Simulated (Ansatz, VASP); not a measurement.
**Two plane-wave programs on AlNi3**

The input INCAR:

```
ALGO = Normal ; EDIFF = 1E-6
ENCUT = 520 ; GGA = PE
ISIF = 2 ; ISMEAR = 0
ISPIN = 2 ; LASPH = True
LCHARG = True ; LELF = True
LMAXMIX = 4 ; LORBIT = 11
LREAL = False ; LVHAR = True
LWAVE = False ; MAGMOM = 0 0 -2 -2 -2 -2 -2 -2
NBANDS = 47 ; NELM = 150
PREC = Accurate ; SIGMA = 0.05
```

File KPOINTS:

```
k-points
0
Gamma
  9 9 8
```

POSCAR

```
AlNi3
1.0
    5.0091156652      0.0000000000      0.0000000000
   -2.5045578326      4.3380214166      0.0000000000
    0.0000000000      0.0000000000      4.0402563800
Al Ni
2 6
Direct
    0.6666666700      0.3333333300      0.2500000000
    0.3333333300      0.6666666700      0.7500000000
    0.3285200000      0.1642600000      0.7500000000
    0.8357400000      0.1642600000      0.7500000000
    0.8357400000      0.6714800000      0.7500000000
    0.6714800000      0.8357400000      0.2500000000
    0.1642600000      0.8357400000      0.2500000000
    0.1642600000      0.3285200000      0.2500000000
```

Input for Ansatz:

```yaml
crystal:
  lattice:
    - [5.0091156652, 0.0, 0.0]
    - [-2.5045578326, 4.3380214166, 0.0]
    - [0.0, 0.0, 4.04025638]
  atoms:
    - { symbol: Al, position: [0.66666667, 0.33333333, 0.25] }
    - { symbol: Al, position: [0.33333333, 0.66666667, 0.75] }
    - { symbol: Ni, position: [0.32852, 0.16426, 0.75], spin: -2.0 }
    - { symbol: Ni, position: [0.83574, 0.16426, 0.75], spin: -2.0 }
    - { symbol: Ni, position: [0.83574, 0.67148, 0.75], spin: -2.0 }
    - { symbol: Ni, position: [0.67148, 0.83574, 0.25], spin: -2.0 }
    - { symbol: Ni, position: [0.16426, 0.83574, 0.25], spin: -2.0 }
    - { symbol: Ni, position: [0.16426, 0.32852, 0.25], spin: -2.0 }
magnetization:
  spin_polarized: true
basis:
  ecutwfc: 500
  fft_grid_basis: typed
kpoints:
  mp_grid: { grid: [9, 9, 8] }
hamiltonian:
  xc: pbe
  pseudopotentials: { kind: paw }
scf:
  occupations: { method: gaussian, width: 0.05 }
output:
  forces: true
  stress: true
  eigenvalues: true
  bader: true
  write_density: true
  volumetric_format: npy
  populations: true
  elf: true
```

Alike in both runs: task single point; functional PBE; k mesh 9 × 9 × 8; occupations gaussian, width 0.05 eV; collinear spin.

|  | VASP | Ansatz |
| --- | --- | --- |
| version | VASP 6.6.1 | Ansatz 0.2.0 |
| potentials or method | VASP PAW PBE potentials, release 64 (Al, Ni), cutoff 520 eV | scalar-relativistic, plane waves, PAW |
| valence electrons in the cell | 66 | 114 |

```tsv
	VASP	Ansatz	Ansatz less VASP
gap on the k mesh at the Fermi level (eV)	none	none	-
pressure (GPa)	6.7	6.8	+0.05
traceless stress, the component that is largest in VASP (GPa)	-0.37	-0.31	+0.060
rms of the force components (eV/Å)	0.048	0.049	+0.0015
net moment per atom (μB)	0.13	0.13	+0.005
size of the moment on the site where the two differ most (μB)	0.18	0.20	+0.016
```

Site moments also hang on the region over which each program counts them. Atom by atom the forces differ by 0.001 eV/Å (rms over components). A gap of «none» marks a metal or a gap that the smearing closes. With one functional, cell and mesh, what is left measures potentials, basis and numerics. VASP's potentials hold 66 valence electrons a cell and Ansatz's 114, so a difference there can come from the potentials and not from the codes. Ansatz's warnings: seeded moment not kept.
